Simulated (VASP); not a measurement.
# GaP (I-4m2) in VASP: notebook, part 2 of 3

VASP 6.6.1. The steps go on from the part before.

### Step 4. Single point, PBE (20.85 Å³/atom)

INCAR reads:

```
PREC = Accurate ; ENCUT = 520
EDIFF = 1E-7 ; ISMEAR = 0
SIGMA = 0.05 ; LREAL = F
LASPH = T ; NELM = 80
ALGO = Normal ; ISIF = 2
LWAVE = F ; LCHARG = F
GGA = PE ; NBANDS = 16
```

KPOINTS reads:

```
Automatic mesh
0
Gamma
  10 10 10
```

POSCAR reads:

```
GaP
1.0
    0.0000000000      2.6562688375      2.8019713476
    2.8019713476      0.0000000000      2.8019713476
    2.8019713476      2.6562688375      0.0000000000
Ga P
1 1
Direct
    0.0000000000      0.0000000000      0.0000000000
    0.7500000000      0.7500000000      0.7500000000
```

Potentials or basis: VASP PAW PBE potentials, release 64 (Ga_d, P).

Run with:

```
$ cat potpaw_PBE.64/Ga_d/POTCAR potpaw_PBE.64/P/POTCAR > POTCAR
$ mpirun -np 1 vasp_std > vasp.out
```

OUTCAR:

```text
PREC = Accurate
   ENCUT = 520
   EDIFF = 1E-7
   ISMEAR = 0
   LREAL = F
   LASPH = T
   NELM = 80
   ISIF = 2
   GGA = PE

 ion  position               nearest neighbor table
   1  0.000  0.000  0.000-   2 2.39   2 2.39   2 2.39   2 2.39
   2  0.750  0.750  0.750-   1 2.39   1 2.39   1 2.39   1 2.39

  LATTYP: Found a body centered tetragonal cell.
 ALAT       =     3.9625858812
 C/A-ratio  =     1.3406744571

  Lattice vectors:

 A1 = (   0.0000000000,  -2.6562688375,   2.8019713476)
 A2 = (   0.0000000000,  -2.6562688375,  -2.8019713476)
 A3 = (   2.8019713476,   2.6562688375,   0.0000000000)

Analysis of symmetry for initial positions (statically):
=====================================================================
 Subroutine PRICEL returns:
 Original cell was already a primitive cell.

 Routine SETGRP: Setting up the symmetry group for a
 body centered tetragonal supercell.

 Subroutine GETGRP returns: Found  8 space group operations
 (whereof  8 operations were pure point group operations)
 out of a pool of 16 trial point group operations.

The static configuration has the point symmetry D_2d.

Analysis of symmetry for dynamics (positions and initial velocities):
=====================================================================
 Subroutine PRICEL returns:
 Original cell was already a primitive cell.

 Routine SETGRP: Setting up the symmetry group for a
 body centered tetragonal supercell.

 Subroutine GETGRP returns: Found  8 space group operations
 (whereof  8 operations were pure point group operations)
 out of a pool of 16 trial point group operations.

The dynamic configuration has the point symmetry D_2d.

 Subroutine INISYM returns: Found  8 space group operations
 (whereof  8 operations are pure point group operations),
 and found     1 'primitive' translations

----------------------------------------------------------------------------------------

                                     Primitive cell

  volume of cell :      41.7090

  direct lattice vectors                    reciprocal lattice vectors
     0.000000000  2.656268837  2.801971348    -0.178445793  0.188233959  0.178445793
     2.801971348  0.000000000  2.801971348     0.178445793 -0.188233959  0.178445793
     2.801971348  2.656268837  0.000000000     0.178445793  0.188233959 -0.178445793

  length of vectors
     3.860933510  3.962585881  3.860933510     0.314829836  0.314829836  0.314829836

  position of ions in fractional coordinates (direct lattice)
     0.000000000  0.000000000  0.000000000
     0.750000000  0.750000000  0.750000000

  ion indices of the primitive-cell ions
   primitive index   ion index
                 1           1
                 2           2

----------------------------------------------------------------------------------------

 KPOINTS: Automatic mesh

Automatic generation of k-mesh.
 Grid dimensions read from file:
 generate k-points for:   10   10   10

 Generating k-lattice:

  Cartesian coordinates                     Fractional coordinates (reciprocal lattice)
    -0.017844579  0.018823396  0.017844579     0.100000000  0.000000000 -0.000000000
     0.017844579 -0.018823396  0.017844579     0.000000000  0.100000000  0.000000000
     0.017844579  0.018823396 -0.017844579    -0.000000000  0.000000000  0.100000000

  Length of vectors
     0.031482984  0.031482984  0.031482984

  Shift w.r.t. Gamma in fractional coordinates (k-lattice)
     0.000000000  0.000000000  0.000000000

 Subroutine IBZKPT returns following result:
 ===========================================

 Found    102 irreducible k-points:

 Following reciprocal coordinates:
            Coordinates               Weight
  0.000000  0.000000  0.000000      1.000000
  0.100000  0.000000  0.000000      8.000000
  0.200000  0.000000  0.000000      8.000000
  0.300000  0.000000 -0.000000      8.000000
  0.400000  0.000000  0.000000      8.000000
  0.500000  0.000000  0.000000      4.000000
[... 16 lines left out ...]
  0.300000  0.300000  0.000000      4.000000
  0.400000  0.300000  0.000000     16.000000
 [... further k-points ...]
   k-points           NKPTS =    102   k-points in BZ     NKDIM =    102   number of bands    NBANDS=     16
   number of dos      NEDOS =    301   number of ions     NIONS =      2
   total plane-waves  NPLWV =  27000
   dimension x,y,z NGX =    30 NGY =   30 NGZ =   30
   dimension x,y,z NGXF=    60 NGYF=   60 NGZF=   60
   ions per type =               1   1
   NGX,Y,Z   is equivalent  to a cutoff of  12.92, 12.59, 12.92 a.u.
   NGXF,Y,Z  is equivalent  to a cutoff of  25.84, 25.17, 25.84 a.u.
 SYSTEM =  unknown system
   PREC   = accura    normal or accurate (medium, high low for compatibility)
   ISTART =      0    job   : 0-new  1-cont  2-samecut
   ICHARG =      2    charge: 1-file 2-atom 10-const
   ISPIN  =      1    spin polarized calculation?
   LNONCOLLINEAR =      F non collinear calculations
   LSORBIT =      F    spin-orbit coupling
   LASPH  =      T    aspherical Exc in radial PAW
   ENCUT  =  520.0 eV  38.22 Ry    6.18 a.u.   7.18  7.37  7.18*2*pi/ulx,y,z
   NELM   =     80;   NELMIN=  2; NELMDL= -5     # of ELM steps
   EDIFF  = 0.1E-06   stopping-criterion for ELM
   LREAL  =      F    real-space projection
   EDIFFG = 0.1E-05   stopping-criterion for IOM
   NSW    =      0    number of steps for IOM
   IBRION =     -1    ionic relax: 0-MD 1-quasi-New 2-CG
   NFREE  =      0    steps in history (QN), initial steepest desc. (CG)
   ISIF   =      2    stress and relaxation
   ISYM   =      2    0-nonsym 1-usesym 2-fastsym
   POTIM  = 0.5000    time-step for ionic-motion
   TEBEG  =    0.0;   TEEND  =   0.0 temperature during run
   PSTRESS=    0.0 pullay stress
   NELECT =      18.0000    total number of electrons
   NUPDOWN=      -1.0000    fix difference up-down
   EMIN   =  10.00;   EMAX   =-10.00  energy-range for DOS
   EFERMI =   0.00;   METHOD = LEGACY
   ISMEAR =     0;   SIGMA  =   0.05  broadening in eV -4-tet -1-fermi 0-gaus
   EFERMI_NEDOS =   21; number of points for ismear=-14 and -15
   IALGO  =     38    algorithm
   IMIX   =      4    mixing-type and parameters
     AMIX     =   0.40;   BMIX     =  1.00
     AMIX_MAG =   1.60;   BMIX_MAG =  1.00
  volume/ion in A,a.u.               =      20.85       140.73
  Fermi-wavevector in a.u.,A,eV,Ry     =   1.237150  2.337875 20.824279  1.530541
  Thomas-Fermi vector in A             =   2.371730
   LORBIT       =      0    0 simple, 1 ext, 2 COOP (PROOUT), +10 PAW based schemes
   GGA     = PE    functional components
   LHFCALC =     F    Hartree Fock is set to
   AEXX    =    0.0000 exact exchange contribution
   IVDW    =     0    specifies the selected vdW correction
   LEPSILON=     F    determine dielectric tensor
   LRPA    =     F    only Hartree local field effects (RPA)
 non-spin polarized calculation
 Gauss-broadening in eV      SIGMA  =   0.05
  energy-cutoff  :      520.00
  volume of cell :       41.71
 maximum number of plane-waves:      1153
 NGX is ok and might be reduce to    30
   NGX = 15   NGY = 15   NGZ = 15

 number of electron      18.0000004 magnetization

 Free energy of the ion-electron system (eV)
  ---------------------------------------------------
  ext. energy  EPLUGINS =         0.00000000
  ---------------------------------------------------
  free energy    TOTEN  =        -9.11069076 eV

  energy without entropy =       -9.11069076  energy(sigma->0) =       -9.11069076

 E-fermi :   4.7313     XC(G=0):  -9.7012

 val. band max:        4.5297302080   @ k =   0.0000   0.0000   0.0000
 cond. band min:       5.6890121035   @ k =   0.4000   0.0000   0.4000
 fundamental gap:      1.1592818954
 Fermi energy:         4.7312780207

 k-point     1 :       0.0000    0.0000    0.0000
  band No.  band energies     occupation
      1     -10.1586      2.00000
      2     -10.1586      2.00000
      3     -10.1430      2.00000
      4     -10.0689      2.00000
      5     -10.0586      2.00000
      6      -7.9135      2.00000
[... 8 lines left out ...]
     15      13.6358      0.00000
     16      14.5080      0.00000
[... 419 lines left out ...]
 k-point    24 :       0.4000    0.3000    0.0000
  band No.  band energies     occupation
      1     -10.2403      2.00000
      2     -10.1110      2.00000
      3     -10.1059      2.00000
      4     -10.0818      2.00000
      5     -10.0513      2.00000
      6      -6.0636      2.00000
[... 8 lines left out ...]
     15      16.0178      0.00000
     16      17.8202      0.00000

 [... further k-points ...]

------------------------ aborting loop because EDIFF is reached ----------------------------------------

  FORCE on cell =-STRESS in cart. coord.  units (eV):
  Direction    XX          YY          ZZ          XY          YZ          ZX
  --------------------------------------------------------------------------------------
  -------------------------------------------------------------------------------------
  Total       -0.3103986      0.6088257     -0.3103986      0.0000000     -0.0000000      0.0000000
  in kB      -11.9234222     23.3869799    -11.9234222      0.0000000     -0.0000000      0.0000000
  external PRESSURE =      -0.1532881 kB  Pullay stress =       0.0000000 kB

 VOLUME and BASIS-vectors are now :
 -----------------------------------------------------------------------------
  energy-cutoff  :      520.00
  volume of cell :       41.71
      direct lattice vectors                 reciprocal lattice vectors
     0.000000000  2.656268837  2.801971348    -0.178445793  0.188233959  0.178445793
     2.801971348  0.000000000  2.801971348     0.178445793 -0.188233959  0.178445793
     2.801971348  2.656268837  0.000000000     0.178445793  0.188233959 -0.178445793

 POSITION                                       TOTAL-FORCE (eV/Angst)
 -----------------------------------------------------------------------------------
      0.00000      0.00000      0.00000         0.000000     -0.000000      0.000000
      4.20296      3.98440      4.20296        -0.000000      0.000000     -0.000000
 -----------------------------------------------------------------------------------
    total drift:                               -0.000002     -0.000001     -0.000002

  FREE ENERGIE OF THE ION-ELECTRON SYSTEM (eV)
  ---------------------------------------------------
  free  energy   TOTEN  =        -9.1106907581 eV

  energy  without entropy=       -9.1106907581  energy(sigma->0) =       -9.11069076
```

Run time: 96 s. Hardware: 1 thread of AMD EPYC 7R13, shared host; peak memory 0.18 GiB.

What came out:

| Quantity | Value |
| --- | --- |
| Free energy | -9.1107 eV |
| Pressure | 0.0 GPa |
| Band gap on the k mesh | 1.16 eV (least direct gap 1.38 eV) |

Stress tensor (GPa, compression positive):
```
-1.19  0.00  0.00
 0.00  2.34  0.00
 0.00  0.00 -1.19
```

Levels at points of the mesh, in eV from the valence-band top:
| k point | band 5 | band 6 | band 7 | band 8 | band 9 | band 10 | band 11 | band 12 | band 13 | band 14 |
| --- | --- | --- | --- | --- | --- | --- | --- | --- | --- | --- |
| (0.00, 0.00, 0.00) | -14.59 | -12.44 | -0.27 | -0.27 | 0.00 | 1.38 | 3.66 | 3.78 | 3.78 | 8.49 |
| (0.50, 0.00, 0.00) | -14.58 | -10.47 | -6.64 | -1.45 | -1.05 | 1.35 | 4.36 | 4.81 | 8.08 | 10.42 |
| (0.50, 0.50, 0.00) | -14.58 | -9.69 | -6.90 | -2.64 | -2.61 | 1.66 | 1.84 | 10.03 | 10.05 | 10.53 |
| (0.50, 0.00, 0.50) | -14.56 | -9.47 | -6.56 | -2.98 | -2.98 | 1.32 | 1.34 | 10.17 | 10.17 | 11.03 |

A k mesh can miss the band edges.

### Step 5. Single point, PBE (21.41 Å³/atom)

This run uses another cell than the first one, of 21.41 Å³/atom.

INCAR reads:

```
SYSTEM = GaP
ALGO = Normal
EDIFF = 1E-7
ENCUT = 520
GGA = PE
ISIF = 2
ISMEAR = 0
LASPH = .True.
LCHARG = .False.
LREAL = .False.
LWAVE = .False.
NBANDS = 16
NELM = 60
PREC = Accurate
SIGMA = 0.05
```

KPOINTS reads:

```
k-points
0
Gamma
  10 10 10
  0 0 0
```

POSCAR reads:

```
GaP
1.0
    0.0000000000      2.9293072576      2.7035599978
    2.7035599978      0.0000000000      2.7035599978
    2.7035599978      2.9293072576      0.0000000000
Ga P
1 1
Direct
    0.0000000000      0.0000000000      0.0000000000
    0.7500000000      0.7500000000      0.7500000000
```

Potentials or basis: VASP PAW PBE potentials, release 64 (Ga_d, P).

Run with:

```
$ cat potpaw_PBE.64/Ga_d/POTCAR potpaw_PBE.64/P/POTCAR > POTCAR
$ mpirun -np 1 vasp_std > vasp.out
```

OUTCAR:

```text
SYSTEM = GaP
   EDIFF = 1E-7
   ENCUT = 520
   GGA = PE
   ISIF = 2
   ISMEAR = 0
   LASPH = .True.
   LREAL = .False.
   NELM = 60
   PREC = Accurate

 ion  position               nearest neighbor table
   1  0.000  0.000  0.000-   2 2.41   2 2.41   2 2.41   2 2.41
   2  0.750  0.750  0.750-   1 2.41   1 2.41   1 2.41   1 2.41

  LATTYP: Found a body centered tetragonal cell.
 ALAT       =     3.8234112156
 C/A-ratio  =     1.5323003948

  Lattice vectors:

 A1 = (   0.0000000000,  -2.9293072576,   2.7035599978)
 A2 = (   0.0000000000,  -2.9293072576,  -2.7035599978)
 A3 = (   2.7035599978,   2.9293072576,   0.0000000000)

Analysis of symmetry for initial positions (statically):
=====================================================================
 Subroutine PRICEL returns:
 Original cell was already a primitive cell.

 Routine SETGRP: Setting up the symmetry group for a
 body centered tetragonal supercell.

 Subroutine GETGRP returns: Found  8 space group operations
 (whereof  8 operations were pure point group operations)
 out of a pool of 16 trial point group operations.

The static configuration has the point symmetry D_2d.

Analysis of symmetry for dynamics (positions and initial velocities):
[... 162 lines left out ...]
 val. band max:        4.2588877028   @ k =   0.0000   0.0000   0.0000
 cond. band min:       5.4047164014   @ k =   0.0000   0.0000   0.0000
 fundamental gap:      1.1458286987
 Fermi energy:         4.4991727028

 k-point     1 :       0.0000    0.0000    0.0000
  band No.  band energies     occupation
      1     -10.3933      2.00000
      2     -10.3680      2.00000
      3     -10.3680      2.00000
      4     -10.3021      2.00000
      5     -10.2885      2.00000
      6      -7.9742      2.00000
[... 433 lines left out ...]
      3     -10.3356      2.00000
      4     -10.3228      2.00000
      5     -10.2734      2.00000
      6      -6.0723      2.00000
[... 8 lines left out ...]
     15      15.5064      0.00000
     16      17.5436      0.00000

 [... further k-points ...]

------------------------ aborting loop because EDIFF is reached ----------------------------------------

  FORCE on cell =-STRESS in cart. coord.  units (eV):
  Direction    XX          YY          ZZ          XY          YZ          ZX
  --------------------------------------------------------------------------------------
  -------------------------------------------------------------------------------------
  Total        0.0667845     -1.6887493      0.0667845      0.0000000     -0.0000000      0.0000000
  in kB        2.4987307    -63.1842479      2.4987307      0.0000000     -0.0000000      0.0000000
  external PRESSURE =     -19.3955955 kB  Pullay stress =       0.0000000 kB

 VOLUME and BASIS-vectors are now :
 -----------------------------------------------------------------------------
  energy-cutoff  :      520.00
  volume of cell :       42.82
      direct lattice vectors                 reciprocal lattice vectors
     0.000000000  2.929307258  2.703559998    -0.184941337  0.170688820  0.184941337
     2.703559998  0.000000000  2.703559998     0.184941337 -0.170688820  0.184941337
     2.703559998  2.929307258  0.000000000     0.184941337  0.170688820 -0.184941337

 POSITION                                       TOTAL-FORCE (eV/Angst)
 -----------------------------------------------------------------------------------
      0.00000      0.00000      0.00000        -0.000000      0.000000     -0.000000
      4.05534      4.39396      4.05534         0.000000     -0.000000      0.000000
 -----------------------------------------------------------------------------------
    total drift:                               -0.000004     -0.000011     -0.000004

  FREE ENERGIE OF THE ION-ELECTRON SYSTEM (eV)
  ---------------------------------------------------
  free  energy   TOTEN  =        -9.0760656754 eV

  energy  without entropy=       -9.0760656754  energy(sigma->0) =       -9.07606568
```

OSZICAR:

```text
N       E                     dE             d eps       ncg     rms          rms(c)
DAV:   1     0.806951886846E+02    0.80695E+02   -0.90450E+03  3352   0.158E+03
DAV:   2    -0.287499391783E+01   -0.83570E+02   -0.79763E+02  3720   0.310E+02
DAV:   3    -0.922735013768E+01   -0.63524E+01   -0.63304E+01  4064   0.659E+01
DAV:   4    -0.933065497261E+01   -0.10330E+00   -0.10328E+00  4104   0.913E+00
DAV:   5    -0.933273789073E+01   -0.20829E-02   -0.20828E-02  4208   0.116E+00    0.398E+00
DAV:   6    -0.909811859960E+01    0.23462E+00   -0.38308E-01  5040   0.987E+00    0.260E+00
DAV:   7    -0.907528069798E+01    0.22838E-01   -0.85697E-02  4248   0.190E+00    0.107E+00
DAV:   8    -0.907551960393E+01   -0.23891E-03   -0.12329E-02  3880   0.130E+00    0.155E-01
DAV:   9    -0.907591489301E+01   -0.39529E-03   -0.12498E-03  4248   0.500E-01    0.826E-02
DAV:  10    -0.907599223525E+01   -0.77342E-04   -0.10836E-04  4824   0.101E-01    0.418E-02
DAV:  11    -0.907606575901E+01   -0.73524E-04   -0.10261E-04  3992   0.839E-02    0.512E-03
DAV:  12    -0.907606534603E+01    0.41298E-06   -0.30713E-06  3992   0.216E-02    0.262E-03
DAV:  13    -0.907606563509E+01   -0.28906E-06   -0.79674E-07  4424   0.715E-03    0.188E-03
DAV:  14    -0.907606567544E+01   -0.40354E-07   -0.32711E-08  3256   0.152E-03
   1 F= -.90760657E+01 E0= -.90760657E+01  d E =-.526584E-14
```

It took 76 s on 1 thread of AMD EPYC 7R13, shared host; peak memory 0.18 GiB.

Results:

| Quantity | Value |
| --- | --- |
| Free energy | -9.0761 eV |
| Pressure | -1.9 GPa |
| Band gap on the k mesh | 1.15 eV |

[end of part 2 of 3]
